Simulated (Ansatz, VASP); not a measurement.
## One calculation of B, two programs

```
B
1.0
     1.71191    0.00000    0.00000
    -0.85595    1.48256    0.00000
     0.00000    0.00000    8.10009
B
2
Direct
  0.66667 0.33333 0.25000
  0.33333 0.66667 0.75000
```

Alike in both runs: functional PBE; k mesh 36 × 36 × 6; occupations gaussian, width 0.1 eV; no spin polarisation.

Ansatz relaxed the structure, and its values are those at the end. VASP's run is a single point on that final structure, the one shown.

```csv
,VASP,Ansatz
version,VASP 6.6.1,Ansatz 0.2.0
potentials or method,"VASP PAW PBE potentials, release 64 (B), cutoff 520 eV","scalar-relativistic, plane waves, PAW"
valence electrons in the cell,6,6
```

```csv
,VASP,Ansatz,Ansatz less VASP
gap on the k mesh at the Fermi level (eV),none,none,-
pressure (GPa),-0.1,0.0,+0.07
```

A gap of «none» marks a metal or a gap that the smearing closes.
